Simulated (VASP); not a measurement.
# Re (Fm-3m) in VASP: a series of runs

Re is run at these levels: PBEsol; tasks: single point.

Everything below comes from runs of VASP 6.6.1. Logs are shortened: lines on timing, memory, paths and dates and some standing lists are left out, and cuts for length are marked.

## 1. The cell of the first run

The structure is cubic, space group Fm-3m (No. 225). Conventional cell: a = 3.634 Å, b = 3.634 Å, c = 3.634 Å, α = 90.00°, β = 90.00°, γ = 90.00°. Re (site symmetry m-3m) has 12 Re at 2.57 Å within 3.4 Å.

This isn't the form of Re at room conditions, which is hcp.

## 2. Single point, PBEsol (strain -0.080 along x and y, -0.080 along z)

INCAR

```
SYSTEM = Re
PREC = Accurate ; ENCUT = 520
EDIFF = 1E-6 ; ISMEAR = 0
SIGMA = 0.15 ; LREAL = .False.
LASPH = .True. ; NELM = 100
ALGO = Fast ; ISIF = 2
LWAVE = .False. ; LCHARG = .False.
GGA = PS ; NBANDS = 10
```

KPOINTS

```
regular mesh
0
Gamma
  20 20 20
  0 0 0
```

POSCAR

```
Re
1.0
    0.0000000000      1.8170000000      1.8170000000
    1.8170000000      0.0000000000      1.8170000000
    1.8170000000      1.8170000000      0.0000000000
Re
1
Direct
    0.0000000000      0.0000000000      0.0000000000
```

Potentials or basis: VASP PAW PBE potentials, release 64 (Re).

The run is started by

```console
> cat potpaw_PBE.64/Re/POTCAR > POTCAR
> mpirun -np 1 vasp_std > vasp.out
```

OUTCAR:

```text
SYSTEM = Re
   PREC = Accurate
   ENCUT = 520
   EDIFF = 1E-6
   ISMEAR = 0
   LREAL = .False.
   LASPH = .True.
   NELM = 100
   ISIF = 2
   GGA = PS

 ion  position               nearest neighbor table
   1  0.000  0.000  0.000-

  LATTYP: Found a face centered cubic cell.
 ALAT       =     3.6340000000

  Lattice vectors:

 A1 = (   0.0000000000,   1.8170000000,   1.8170000000)
 A2 = (   1.8170000000,   0.0000000000,   1.8170000000)
 A3 = (   1.8170000000,   1.8170000000,   0.0000000000)

Analysis of symmetry for initial positions (statically):
=====================================================================
 Subroutine PRICEL returns:
 Original cell was already a primitive cell.

 Routine SETGRP: Setting up the symmetry group for a
 face centered cubic supercell.

 Subroutine GETGRP returns: Found 48 space group operations
 (whereof 48 operations were pure point group operations)
 out of a pool of 48 trial point group operations.

The static configuration has the point symmetry O_h .

Analysis of symmetry for dynamics (positions and initial velocities):
=====================================================================
 Subroutine PRICEL returns:
 Original cell was already a primitive cell.

 Routine SETGRP: Setting up the symmetry group for a
 face centered cubic supercell.

 Subroutine GETGRP returns: Found 48 space group operations
 (whereof 48 operations were pure point group operations)
 out of a pool of 48 trial point group operations.

The dynamic configuration has the point symmetry O_h .

 Subroutine INISYM returns: Found 48 space group operations
 (whereof 48 operations are pure point group operations),
 and found     1 'primitive' translations

----------------------------------------------------------------------------------------

                                     Primitive cell

  volume of cell :      11.9976

  direct lattice vectors                    reciprocal lattice vectors
     0.000000000  1.817000000  1.817000000    -0.275178866  0.275178866  0.275178866
     1.817000000  0.000000000  1.817000000     0.275178866 -0.275178866  0.275178866
     1.817000000  1.817000000  0.000000000     0.275178866  0.275178866 -0.275178866

  length of vectors
     2.569626043  2.569626043  2.569626043     0.476623778  0.476623778  0.476623778

  position of ions in fractional coordinates (direct lattice)
     0.000000000  0.000000000  0.000000000

  ion indices of the primitive-cell ions
   primitive index   ion index
                 1           1

[... 78 lines left out ...]
   ISYM   =      2    0-nonsym 1-usesym 2-fastsym
   POTIM  = 0.5000    time-step for ionic-motion
   TEBEG  =    0.0;   TEEND  =   0.0 temperature during run
   PSTRESS=    0.0 pullay stress
   NELECT =       7.0000    total number of electrons
   NUPDOWN=      -1.0000    fix difference up-down
   EMIN   =  10.00;   EMAX   =-10.00  energy-range for DOS
   EFERMI =   0.00;   METHOD = LEGACY
   ISMEAR =     0;   SIGMA  =   0.15  broadening in eV -4-tet -1-fermi 0-gaus
   EFERMI_NEDOS =   21; number of points for ismear=-14 and -15
   IALGO  =     68    algorithm
   IMIX   =      4    mixing-type and parameters
     AMIX     =   0.40;   BMIX     =  1.00
     AMIX_MAG =   1.60;   BMIX_MAG =  1.00
  volume/ion in A,a.u.               =      12.00        80.96
  Fermi-wavevector in a.u.,A,eV,Ry     =   1.367968  2.585085 25.461076  1.871336
  Thomas-Fermi vector in A             =   2.493974
   LORBIT       =      0    0 simple, 1 ext, 2 COOP (PROOUT), +10 PAW based schemes
   GGA     = PS    functional components
   LHFCALC =     F    Hartree Fock is set to
   AEXX    =    0.0000 exact exchange contribution
   IVDW    =     0    specifies the selected vdW correction
   LEPSILON=     F    determine dielectric tensor
   LRPA    =     F    only Hartree local field effects (RPA)
 non-spin polarized calculation
 RMM-DIIS sequential band-by-band and
 Gauss-broadening in eV      SIGMA  =   0.15
  energy-cutoff  :      520.00
  volume of cell :       12.00
 maximum number of plane-waves:       332
   NGX =  9   NGY =  9   NGZ =  9

 number of electron       7.0000000 magnetization

 Free energy of the ion-electron system (eV)
  ---------------------------------------------------
  ext. energy  EPLUGINS =         0.00000000
  ---------------------------------------------------
  free energy    TOTEN  =       -12.48293807 eV

  energy without entropy =      -12.47489662  energy(sigma->0) =      -12.47891734

 E-fermi :  10.8013     XC(G=0): -14.9588

 val. band max:       10.7968640178   @ k =  -0.4500   0.1000   0.0500
 cond. band min:      10.8181535350   @ k =   0.3000   0.2000   0.1000
 fundamental gap:      0.0212895172
 Fermi energy:        10.8013250972

 k-point     1 :       0.0000    0.0000    0.0000
  band No.  band energies     occupation
      1      -0.8247      2.00000
      2       8.1686      2.00000
      3       8.1686      2.00000
      4       8.1686      2.00000
      5      12.4956      0.00000
      6      12.4956      0.00000
      7      24.8133      0.00000
      8      31.7060      0.00000
      9      31.7060      0.00000
     10      31.7061      0.00000
[... 287 lines left out ...]
 k-point    24 :      -0.3500    0.0500    0.0000
  band No.  band energies     occupation
      1       2.4675      2.00000
      2       8.0924      2.00000
      3       8.2709      2.00000
      4       9.2060      2.00000
      5      14.0165      0.00000
      6      15.3205      0.00000
      7      23.9236      0.00000
      8      28.8248      0.00000
      9      35.4357      0.00000
     10      37.2543      0.00000

 [... further k-points ...]

------------------------ aborting loop because EDIFF is reached ----------------------------------------

  FORCE on cell =-STRESS in cart. coord.  units (eV):
  Direction    XX          YY          ZZ          XY          YZ          ZX
  --------------------------------------------------------------------------------------
  -------------------------------------------------------------------------------------
  Total        9.0448083      9.0448083      9.0448083      0.0000000     -0.0000000      0.0000000
  in kB     1207.8560293   1207.8560293   1207.8560293      0.0000000     -0.0000000      0.0000000
  external PRESSURE =    1207.8560293 kB  Pullay stress =       0.0000000 kB

 VOLUME and BASIS-vectors are now :
 -----------------------------------------------------------------------------
  energy-cutoff  :      520.00
  volume of cell :       12.00
      direct lattice vectors                 reciprocal lattice vectors
     0.000000000  1.817000000  1.817000000    -0.275178866  0.275178866  0.275178866
     1.817000000  0.000000000  1.817000000     0.275178866 -0.275178866  0.275178866
     1.817000000  1.817000000  0.000000000     0.275178866  0.275178866 -0.275178866

 POSITION                                       TOTAL-FORCE (eV/Angst)
 -----------------------------------------------------------------------------------
      0.00000      0.00000      0.00000        -0.000000      0.000000      0.000000
 -----------------------------------------------------------------------------------
    total drift:                                0.000000     -0.000000     -0.000000

  FREE ENERGIE OF THE ION-ELECTRON SYSTEM (eV)
  ---------------------------------------------------
  free  energy   TOTEN  =       -12.4829380664 eV

  energy  without entropy=      -12.4748966211  energy(sigma->0) =      -12.47891734
```

stdout:

```text
POSCAR found type information on POSCAR Re
 POSCAR found :  1 types and       1 ions
 scaLAPACK will be used
 -----------------------------------------------------------------------------
|                                                                             |
|                                                                             |
|     You enforced a specific xc type in the INCAR file but a different       |
|     I HOPE YOU KNOW WHAT YOU ARE DOING!                                     |
|                                                                             |
 -----------------------------------------------------------------------------

 LDA part: xc-table for (Slater+PW92), standard interpolation
 POSCAR, INCAR and KPOINTS ok, starting setup
 FFT: planning ... GRIDC
 FFT: planning ... GRID_SOFT
 FFT: planning ... GRID
 WAVECAR not read
 entering main loop
```

Wall time 17 s (1 thread of AMD EPYC 9R45 (Zen 5), shared host); peak memory 0.12 GiB.

What came out:

- Free energy: -12.4829 eV
- Pressure: 120.8 GPa
- Band gap on the k mesh: zero (an odd number of electrons rules out a gap without spin polarisation)

Levels at points of the mesh, in eV from the Fermi level:
| k point | band 1 | band 2 | band 3 | band 4 | band 5 | band 6 | band 7 | band 8 | band 9 |
| --- | --- | --- | --- | --- | --- | --- | --- | --- | --- |
| (0.00, 0.00, 0.00) | -11.63 | -2.63 | -2.63 | -2.63 | 1.69 | 1.69 | 14.01 | 20.90 | 20.90 |
| (0.50, 0.00, 0.00) | -8.60 | -2.96 | -2.96 | 0.81 | 5.20 | 5.20 | 13.39 | 13.57 | 22.66 |
| (0.50, 0.50, 0.00) | -8.97 | -7.93 | 4.06 | 5.17 | 6.27 | 6.27 | 14.17 | 14.17 | 17.34 |

Caveat: the cell differs from its parent crystal (strain -0.080 along x and y, -0.080 along z); the cell stands under pressure; the PAW data sets were made with another functional, which shifts forces and pressure a little; spin-orbit coupling is left out, which moves the levels of the heavy elements.

## 3. Single point, PBEsol (strain -0.040 along x and y, -0.040 along z)

INCAR

```
ALGO = Normal ; EDIFF = 1E-6
ENCUT = 520 ; GGA = PS
ISIF = 2 ; ISMEAR = 0
LASPH = T ; LCHARG = T
LELF = T ; LREAL = F
LVHAR = T ; LWAVE = F
NBANDS = 10 ; NELM = 60
PREC = Accurate ; SIGMA = 0.15
```

KPOINTS

```
k-points
0
Gamma
  20 20 20
```

POSCAR

```
Re
1.0
    0.0000000000      1.8960000000      1.8960000000
    1.8960000000      0.0000000000      1.8960000000
    1.8960000000      1.8960000000      0.0000000000
Re
1
Direct
    0.0000000000      0.0000000000      0.0000000000
```

Potentials or basis: VASP PAW PBE potentials, release 64 (Re).

The run is started by

```console
> cat potpaw_PBE.64/Re/POTCAR > POTCAR
> mpirun -np 1 vasp_std > vasp.out
```

Run time: 15 s. Hardware: 1 thread of AMD EPYC 9R45 (Zen 5), shared host; peak memory 0.13 GiB.

It converged, with:

- Free energy: -13.2159 eV
- Pressure: 31.9 GPa
- Band gap on the k mesh: zero (an odd number of electrons rules out a gap without spin polarisation)

Levels at points of the mesh, in eV from the Fermi level:
```csv
k point,band 1,band 2,band 3,band 4,band 5,band 6,band 7,band 8
"(0.00, 0.00, 0.00)",-10.73,-2.17,-2.17,-2.17,1.41,1.41,13.98,20.07
"(0.50, 0.00, 0.00)",-7.51,-2.42,-2.42,0.36,4.30,4.30,11.13,13.49
"(0.50, 0.50, 0.00)",-7.60,-6.66,3.17,4.25,5.16,5.16,12.92,12.92
```

Caveat: the cell differs from its parent crystal (strain -0.040 along x and y, -0.040 along z); the cell stands under pressure; the PAW data sets were made with another functional, which shifts forces and pressure a little; spin-orbit coupling is left out, which moves the levels of the heavy elements.

## 4. Single point, PBEsol (strain +0.040 along x and y, +0.040 along z)

INCAR

```
SYSTEM = Re
PREC     = Accurate       ! precision mode
ENCUT    = 520            ! plane-wave cutoff, eV
EDIFF    = 1E-7           ! SCF threshold, eV
ISMEAR   = 0              ! smearing method
SIGMA    = 0.15           ! smearing width, eV
LREAL    = .FALSE.        ! projectors in reciprocal space
LASPH    = .TRUE.         ! aspherical terms in the spheres
NELM     = 100            ! most SCF steps
ALGO     = Normal         ! electronic algorithm
ISIF     = 2              ! what is computed and relaxed
LWAVE    = .FALSE.        ! write WAVECAR
LCHARG   = .FALSE.        ! write CHGCAR
GGA      = PS             ! functional
NBANDS   = 10             ! bands
```

KPOINTS

```
regular mesh
0
G
  20 20 20
  0 0 0
```

POSCAR

```
Re
1.0
    0.0000000000      2.0540000000      2.0540000000
    2.0540000000      0.0000000000      2.0540000000
    2.0540000000      2.0540000000      0.0000000000
Re
1
Direct
    0.0000000000      0.0000000000      0.0000000000
```

The run is started by

```console
> cat potpaw_PBE.64/Re/POTCAR > POTCAR
> mpirun -np 1 vasp_std > vasp.out
```

Wall time 25 s (1 thread of AMD EPYC 9R45 (Zen 5), shared host); peak memory 0.15 GiB.

Results (log left out):

| Item | Value |
| --- | --- |
| Free energy | -12.8481 eV |
| Pressure | -46.1 GPa |
| Band gap on the k mesh | zero (an odd number of electrons rules out a gap without spin polarisation) |

Levels at points of the mesh, in eV from the Fermi level:
```csv
k point,band 1,band 2,band 3,band 4,band 5,band 6,band 7,band 8
"(0.00, 0.00, 0.00)",-9.01,-1.52,-1.52,-1.52,0.96,0.96,13.76,18.49
"(0.50, 0.00, 0.00)",-5.76,-1.67,-1.67,0.07,2.94,2.94,7.77,13.23
"(0.50, 0.50, 0.00)",-5.51,-4.75,2.24,2.88,3.51,3.51,10.26,11.03
```

Caveat: the cell differs from its parent crystal (strain +0.040 along x and y, +0.040 along z); the cell stands under tension; the PAW data sets were made with another functional, which shifts forces and pressure a little; spin-orbit coupling is left out, which moves the levels of the heavy elements.

## 5. The runs side by side

```csv
cell,gap on the mesh (eV),pressure (GPa)
"a = 2.570 Å, angles 60.0°, 1 atom",none,120.8
"a = 2.681 Å, angles 60.0°, 1 atom",none,31.9
"a = 2.905 Å, angles 60.0°, 1 atom",none,-46.1
```

Alike in all rows: task single point; level PBEsol; potentials or basis VASP PAW PBE potentials, release 64 (Re); no spin polarisation; k mesh 20 × 20 × 20; cutoff (eV) 520; smearing gaussian 0.15 eV.

Caveats: the PAW data sets were made with another functional, which shifts forces and pressure a little; spin-orbit coupling is left out, which moves the levels of the heavy elements; the cell stands under pressure (at least some runs); the cell stands under tension (at least some runs).

Absolute energies hang on the potentials; compare differences alone.
